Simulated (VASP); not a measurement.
# SnGeO2 (P4mm) in VASP: a series of runs

SnGeO2 is run at these levels: PBE; tasks: single point, relaxation of cell and atoms.

Program: VASP 6.6.1. These are calculated values, not measurements. Logs are shortened: lines on timing, memory, paths and dates and some standing lists are left out, and cuts for length are marked.

## 1. The cell of the first run

It takes space group P4mm (No. 99, tetragonal). The conventional cell has a = 3.748 Å, b = 3.748 Å, c = 4.807 Å, α = 90.00°, β = 90.00°, γ = 90.00°. Sn (site symmetry 4mm) has 4 O at 2.23 Å within 3.0 Å. Ge (site symmetry 4mm) has 4 O at 2.12 Å within 2.8 Å. Within 2.8 Å of O (site symmetry 2mm) lie 2 Ge at 2.12 Å and 2 Sn at 2.23 Å and 4 O at 2.65 Å.

## 2. Single point, PBE

Contents of INCAR:

```
PREC = Accurate
ENCUT = 520
EDIFF = 1E-7
ISMEAR = 0
SIGMA = 0.02
LREAL = F
LASPH = T
NELM = 80
ALGO = Normal
ISIF = 2
LWAVE = F
LCHARG = F
GGA = PE
NBANDS = 28
```

Contents of KPOINTS:

```
regular mesh
0
Gamma
  8 8 6
```

Contents of POSCAR:

```
SnGeO2
1.0
    3.7482966541      0.0000000000      0.0000000000
    0.0000000000      3.7482966541      0.0000000000
    0.0000000000      0.0000000000      4.8073268034
Sn Ge O
1 1 2
Direct
    0.5000000000      0.5000000000      0.2405363920
    0.0000000000      0.0000000000      0.7829188276
    0.0000000000      0.5000000000      0.9882723902
    0.5000000000      0.0000000000      0.9882723902
```

Potentials or basis: VASP PAW PBE potentials, release 64 (Sn_d, Ge_d, O).

Started as:

```bash
$ cat potpaw_PBE.64/Sn_d/POTCAR potpaw_PBE.64/Ge_d/POTCAR potpaw_PBE.64/O/POTCAR > POTCAR
$ mpirun -np 1 vasp_std > vasp.out
```

OUTCAR:

```text
PREC = Accurate
   ENCUT = 520
   EDIFF = 1E-7
   ISMEAR = 0
   LREAL = F
   LASPH = T
   NELM = 80
   ISIF = 2
   GGA = PE

 ion  position               nearest neighbor table
   1  0.500  0.500  0.241-   3 2.23   4 2.23   4 2.23   3 2.23
   2  0.000  0.000  0.783-   3 2.12   4 2.12   3 2.12   4 2.12
   3  0.000  0.500  0.988-   2 2.12   2 2.12   1 2.23   1 2.23
   4  0.500  0.000  0.988-   2 2.12   2 2.12   1 2.23   1 2.23

  LATTYP: Found a simple tetragonal cell.
 ALAT       =     3.7482966541
 C/A-ratio  =     1.2825363751

  Lattice vectors:

 A1 = (   3.7482966541,   0.0000000000,   0.0000000000)
 A2 = (   0.0000000000,   3.7482966541,   0.0000000000)
 A3 = (   0.0000000000,   0.0000000000,   4.8073268034)

Analysis of symmetry for initial positions (statically):
=====================================================================
 Subroutine PRICEL returns:
 Original cell was already a primitive cell.

 Routine SETGRP: Setting up the symmetry group for a
 simple tetragonal supercell.

 Subroutine GETGRP returns: Found  8 space group operations
 (whereof  8 operations were pure point group operations)
 out of a pool of 16 trial point group operations.

The static configuration has the point symmetry C_4v.

Analysis of symmetry for dynamics (positions and initial velocities):
=====================================================================
 Subroutine PRICEL returns:
 Original cell was already a primitive cell.

 Routine SETGRP: Setting up the symmetry group for a
 simple tetragonal supercell.

 Subroutine GETGRP returns: Found  8 space group operations
 (whereof  8 operations were pure point group operations)
 out of a pool of 16 trial point group operations.

The dynamic configuration has the point symmetry C_4v.

 Subroutine INISYM returns: Found  8 space group operations
 (whereof  8 operations are pure point group operations),
 and found     1 'primitive' translations

----------------------------------------------------------------------------------------

                                     Primitive cell

  volume of cell :      67.5416

  direct lattice vectors                    reciprocal lattice vectors
     3.748296654  0.000000000  0.000000000     0.266787849  0.000000000  0.000000000
     0.000000000  3.748296654  0.000000000     0.000000000  0.266787849  0.000000000
     0.000000000  0.000000000  4.807326803     0.000000000  0.000000000  0.208015814

  length of vectors
     3.748296654  3.748296654  4.807326803     0.266787849  0.266787849  0.208015814

  position of ions in fractional coordinates (direct lattice)
     0.500000000  0.500000000  0.240536392
     0.000000000  0.000000000  0.782918828
     0.000000000  0.500000000  0.988272390
     0.500000000  0.000000000  0.988272390

  ion indices of the primitive-cell ions
   primitive index   ion index
                 1           1
                 2           2
                 3           3
                 4           4

----------------------------------------------------------------------------------------

 KPOINTS: regular mesh

Automatic generation of k-mesh.
 Grid dimensions read from file:
 generate k-points for:    8    8    6

 Generating k-lattice:

  Cartesian coordinates                     Fractional coordinates (reciprocal lattice)
     0.033348481  0.000000000  0.000000000     0.125000000  0.000000000  0.000000000
     0.000000000  0.033348481  0.000000000     0.000000000  0.125000000  0.000000000
     0.000000000  0.000000000  0.034669302     0.000000000  0.000000000  0.166666667

  Length of vectors
     0.033348481  0.033348481  0.034669302

  Shift w.r.t. Gamma in fractional coordinates (k-lattice)
     0.000000000  0.000000000  0.000000000

 Subroutine IBZKPT returns following result:
 ===========================================

 Found     60 irreducible k-points:

 Following reciprocal coordinates:
            Coordinates               Weight
  0.000000  0.000000  0.000000      1.000000
  0.125000  0.000000  0.000000      4.000000
  0.250000  0.000000  0.000000      4.000000
  0.375000  0.000000  0.000000      4.000000
  0.500000  0.000000  0.000000      2.000000
  0.125000  0.125000  0.000000      4.000000
[... 16 lines left out ...]
  0.375000  0.125000  0.166667     16.000000
  0.500000  0.125000  0.166667      8.000000
 [... further k-points ...]
   k-points           NKPTS =     60   k-points in BZ     NKDIM =     60   number of bands    NBANDS=     28
   number of dos      NEDOS =    301   number of ions     NIONS =      4
   total plane-waves  NPLWV =  28224
   dimension x,y,z NGX =    28 NGY =   28 NGZ =   36
   dimension x,y,z NGXF=    56 NGYF=   56 NGZF=   72
   ions per type =               1   1   2
   NGX,Y,Z   is equivalent  to a cutoff of  12.42, 12.42, 12.45 a.u.
   NGXF,Y,Z  is equivalent  to a cutoff of  24.84, 24.84, 24.90 a.u.
 SYSTEM =  unknown system
   PREC   = accura    normal or accurate (medium, high low for compatibility)
   ISTART =      0    job   : 0-new  1-cont  2-samecut
   ICHARG =      2    charge: 1-file 2-atom 10-const
   ISPIN  =      1    spin polarized calculation?
   LNONCOLLINEAR =      F non collinear calculations
   LSORBIT =      F    spin-orbit coupling
   LASPH  =      T    aspherical Exc in radial PAW
   ENCUT  =  520.0 eV  38.22 Ry    6.18 a.u.   6.97  6.97  8.94*2*pi/ulx,y,z
   NELM   =     80;   NELMIN=  2; NELMDL= -5     # of ELM steps
   EDIFF  = 0.1E-06   stopping-criterion for ELM
   LREAL  =      F    real-space projection
   EDIFFG = 0.1E-05   stopping-criterion for IOM
   NSW    =      0    number of steps for IOM
   IBRION =     -1    ionic relax: 0-MD 1-quasi-New 2-CG
   NFREE  =      0    steps in history (QN), initial steepest desc. (CG)
   ISIF   =      2    stress and relaxation
   ISYM   =      2    0-nonsym 1-usesym 2-fastsym
   POTIM  = 0.5000    time-step for ionic-motion
   TEBEG  =    0.0;   TEEND  =   0.0 temperature during run
   PSTRESS=    0.0 pullay stress
   NELECT =      40.0000    total number of electrons
   NUPDOWN=      -1.0000    fix difference up-down
   EMIN   =  10.00;   EMAX   =-10.00  energy-range for DOS
   EFERMI =   0.00;   METHOD = LEGACY
   ISMEAR =     0;   SIGMA  =   0.02  broadening in eV -4-tet -1-fermi 0-gaus
   EFERMI_NEDOS =   21; number of points for ismear=-14 and -15
   IALGO  =     38    algorithm
   IMIX   =      4    mixing-type and parameters
     AMIX     =   0.40;   BMIX     =  1.00
     AMIX_MAG =   1.60;   BMIX_MAG =  1.00
  volume/ion in A,a.u.               =      16.89       113.95
  Fermi-wavevector in a.u.,A,eV,Ry     =   1.374794  2.597984 25.715809  1.890059
  Thomas-Fermi vector in A             =   2.500188
   LORBIT       =      0    0 simple, 1 ext, 2 COOP (PROOUT), +10 PAW based schemes
   GGA     = PE    functional components
   LHFCALC =     F    Hartree Fock is set to
   AEXX    =    0.0000 exact exchange contribution
   IVDW    =     0    specifies the selected vdW correction
   LEPSILON=     F    determine dielectric tensor
   LRPA    =     F    only Hartree local field effects (RPA)
 non-spin polarized calculation
 Gauss-broadening in eV      SIGMA  =   0.02
  energy-cutoff  :      520.00
  volume of cell :       67.54
 maximum number of plane-waves:      1852
 NGX is ok and might be reduce to    28
   NGX = 13   NGY = 13   NGZ = 17

 number of electron      39.9999984 magnetization

 Free energy of the ion-electron system (eV)
  ---------------------------------------------------
  ext. energy  EPLUGINS =         0.00000000
  ---------------------------------------------------
  free energy    TOTEN  =       -22.91264254 eV

  energy without entropy =      -22.91264254  energy(sigma->0) =      -22.91264254

 E-fermi :   5.4261     XC(G=0): -10.0918

 val. band max:        5.2375578470   @ k =   0.1250   0.1250   0.0000
 cond. band min:       6.2387773575   @ k =   0.5000   0.5000   0.0000
 fundamental gap:      1.0012195105
 Fermi energy:         5.4260934836

 k-point     1 :       0.0000    0.0000    0.0000
  band No.  band energies     occupation
      1     -19.2731      2.00000
      2     -19.2026      2.00000
      3     -19.1911      2.00000
      4     -19.1911      2.00000
      5     -19.1760      2.00000
      6     -16.0102      2.00000
[... 20 lines left out ...]
     27      13.1125      0.00000
     28      13.7327      0.00000

 k-point     2 :       0.1250    0.0000    0.0000
  band No.  band energies     occupation
      1     -19.2698      2.00000
      2     -19.2031      2.00000
      3     -19.1947      2.00000
      4     -19.1910      2.00000
      5     -19.1745      2.00000
      6     -16.0013      2.00000
[... 20 lines left out ...]
     27      13.3217      0.00000
     28      14.7619      0.00000

 k-point     3 :       0.2500    0.0000    0.0000
  band No.  band energies     occupation
      1     -19.2614      2.00000
      2     -19.2045      2.00000
      3     -19.2034      2.00000
      4     -19.1907      2.00000
      5     -19.1716      2.00000
      6     -15.9802      2.00000
[... 20 lines left out ...]
     27      13.5925      0.00000
     28      16.4036      0.00000

 k-point     4 :       0.3750    0.0000    0.0000
  band No.  band energies     occupation
      1     -19.2516      2.00000
      2     -19.2132      2.00000
      3     -19.2058      2.00000
      4     -19.1904      2.00000
      5     -19.1689      2.00000
      6     -15.9586      2.00000
[... 578 lines left out ...]
     27      14.3133      0.00000
     28      15.9079      0.00000

 k-point    23 :       0.3750    0.1250    0.1667
  band No.  band energies     occupation
      1     -19.2482      2.00000
      2     -19.2133      2.00000
      3     -19.2064      2.00000
      4     -19.1930      2.00000
      5     -19.1683      2.00000
      6     -15.9532      2.00000
[... 20 lines left out ...]
     27      14.3921      0.00000
     28      15.1498      0.00000

 k-point    24 :       0.5000    0.1250    0.1667
  band No.  band energies     occupation
      1     -19.2429      2.00000
      2     -19.2186      2.00000
      3     -19.2070      2.00000
      4     -19.1928      2.00000
      5     -19.1673      2.00000
      6     -15.9463      2.00000
[... 20 lines left out ...]
     27      14.4167      0.00000
     28      14.8782      0.00000

 [... further k-points ...]
[... 5 lines left out ...]
  --------------------------------------------------------------------------------------
  -------------------------------------------------------------------------------------
  Total        0.1015877      0.1015877      0.1128047      0.0000000     -0.0000000      0.0000000
  in kB        2.4097957      2.4097957      2.6758777      0.0000000     -0.0000000      0.0000000
  external PRESSURE =       2.4984897 kB  Pullay stress =       0.0000000 kB

 VOLUME and BASIS-vectors are now :
 -----------------------------------------------------------------------------
  energy-cutoff  :      520.00
  volume of cell :       67.54
      direct lattice vectors                 reciprocal lattice vectors
     3.748296654  0.000000000  0.000000000     0.266787849  0.000000000  0.000000000
     0.000000000  3.748296654  0.000000000     0.000000000  0.266787849  0.000000000
     0.000000000  0.000000000  4.807326803     0.000000000  0.000000000  0.208015814

 POSITION                                       TOTAL-FORCE (eV/Angst)
 -----------------------------------------------------------------------------------
      1.87415      1.87415      1.15634         0.000000      0.000000      0.074038
      0.00000      0.00000      3.76375        -0.000000     -0.000000     -0.072084
      0.00000      1.87415      4.75095        -0.000000     -0.000000     -0.000977
      1.87415      0.00000      4.75095        -0.000000     -0.000000     -0.000977
 -----------------------------------------------------------------------------------
    total drift:                                0.000000      0.000000      0.000690

  FREE ENERGIE OF THE ION-ELECTRON SYSTEM (eV)
  ---------------------------------------------------
  free  energy   TOTEN  =       -22.9126425378 eV

  energy  without entropy=      -22.9126425378  energy(sigma->0) =      -22.91264254
```

It took 81 s on 1 thread of Intel Xeon Platinum 8559C (Emerald Rapids), shared host; peak memory 0.25 GiB.

Results:

```
Free energy            : -22.9126 eV
Pressure               : 0.2 GPa
Largest force          : 0.074 eV/Å
Band gap on the k mesh : 1.00 eV (least direct gap 2.21 eV)
```

Forces on the atoms (eV/Å):
```
Sn   0.000  0.000  0.074
Ge   0.000  0.000 -0.072
O    0.000  0.000 -0.001
O    0.000  0.000 -0.001
```

Caveat: spin-orbit coupling is left out, which moves the levels of the heavy elements. A k mesh can miss the band edges.

## 3. Relaxation of cell and atoms, PBE

This run uses another cell than the first one, of 16.79 Å³/atom.

Contents of INCAR:

```
SYSTEM = SnGeO2
  PREC = Accurate
  ENCUT = 600
  EDIFF = 1E-6
  ISMEAR = 0
  SIGMA = 0.02
  LREAL = .False.
  LASPH = .True.
  NELM = 80
  ALGO = Normal
  ISIF = 3
  LWAVE = .False.
  LCHARG = .False.
  GGA = PE
  IBRION = 2
  NSW = 100
  EDIFFG = -0.01
```

Contents of KPOINTS:

```
Automatic mesh
0
Gamma
  8 8 6
  0 0 0
```

Contents of POSCAR:

```
SnGeO2
1.0
    3.7467622464      0.0000000000      0.0000000000
    0.0000000000      3.7467622464      0.0000000000
    0.0000000000      0.0000000000      4.7849096215
Sn Ge O
1 1 2
Direct
    0.5000000000      0.5000000000      0.2417125767
    0.0000000000      0.0000000000      0.7818824707
    0.0000000000      0.5000000000      0.9882024763
    0.5000000000      0.0000000000      0.9882024763
```

Potentials or basis: VASP PAW PBE potentials, release 64 (Sn_d, Ge_d, O).

Started as:

```bash
$ cat potpaw_PBE.64/Sn_d/POTCAR potpaw_PBE.64/Ge_d/POTCAR potpaw_PBE.64/O/POTCAR > POTCAR
$ mpirun -np 1 vasp_std > vasp.out
```

Run time: 3.7 min. Hardware: 1 thread of Intel Xeon Platinum 8559C (Emerald Rapids), shared host; peak memory 0.27 GiB.

Results (log left out):

```yaml
Free_energy: -22.9173 eV
Relaxed_volume: 16.83 Å³/atom
Relaxed_cell: a = 3.749 Å, b = 3.749 Å, c = 4.788 Å, α = 90.00°, β = 90.00°, γ = 90.00°
Space_group_after_relaxing_to_0.1_Å: P4mm (No. 99)
Energy_gained_by_relaxing: 0.1 meV/atom
Ionic_steps: 3
Pressure_after_relaxing: -0.1 GPa
Largest_force_after_relaxing: 0.010 eV/Å
Band_gap_on_the_k_mesh: 0.96 eV (least direct gap 2.17 eV)
```

Forces in eV/Å, atoms in the order of the input:
```
Sn   0.000  0.000  0.008
Ge   0.000  0.000 -0.010
O    0.000  0.000  0.001
O    0.000  0.000  0.001
```

Step by step:
| step | energy change (eV) | largest force (eV/Å) | pressure (GPa) | volume (Å³) |
| --- | --- | --- | --- | --- |
| 1 | 0.0000 | 0.0690 | 0.24 | 67.17 |
| 2 | -0.0001 | 0.0440 | -0.22 | 67.42 |
| 3 | -0.0002 | 0.0098 | -0.07 | 67.31 |

Final structure:
```xyz
4
Lattice="3.7492 0.0000 0.0000 0.0000 3.7492 0.0000 0.0000 0.0000 4.7885" Properties=species:S:1:pos:R:3 pbc="T T T"
Sn    1.8746    1.8746    1.1593
Ge    0.0000    0.0000    3.7424
O     0.0000    1.8746    4.7319
O     1.8746    0.0000    4.7319
```

Levels at points of the mesh, in eV from the valence-band top:
| k point | band 16 | band 17 | band 18 | band 19 | band 20 | band 21 | band 22 | band 23 | band 24 |
| --- | --- | --- | --- | --- | --- | --- | --- | --- | --- |
| (0.00, 0.00, 0.00) | -5.95 | -2.90 | -2.57 | -2.57 | -0.21 | 2.47 | 4.61 | 5.46 | 5.46 |
| (0.50, 0.00, 0.00) | -4.55 | -4.39 | -4.11 | -2.09 | -1.99 | 2.92 | 4.15 | 5.63 | 6.14 |
| (0.50, 0.50, 0.00) | -4.55 | -1.96 | -1.82 | -1.72 | -1.21 | 0.96 | 0.96 | 4.83 | 5.31 |
| (0.00, 0.00, 0.50) | -3.28 | -2.98 | -2.58 | -2.58 | -1.44 | 1.59 | 3.64 | 3.64 | 4.20 |
| (0.50, 0.00, 0.50) | -4.74 | -4.73 | -4.07 | -1.21 | -1.08 | 2.74 | 3.65 | 5.74 | 6.19 |
| (0.50, 0.50, 0.50) | -4.97 | -2.46 | -2.08 | -1.96 | -1.72 | 3.29 | 3.29 | 4.50 | 4.50 |

Caveat: spin-orbit coupling is left out, which moves the levels of the heavy elements.
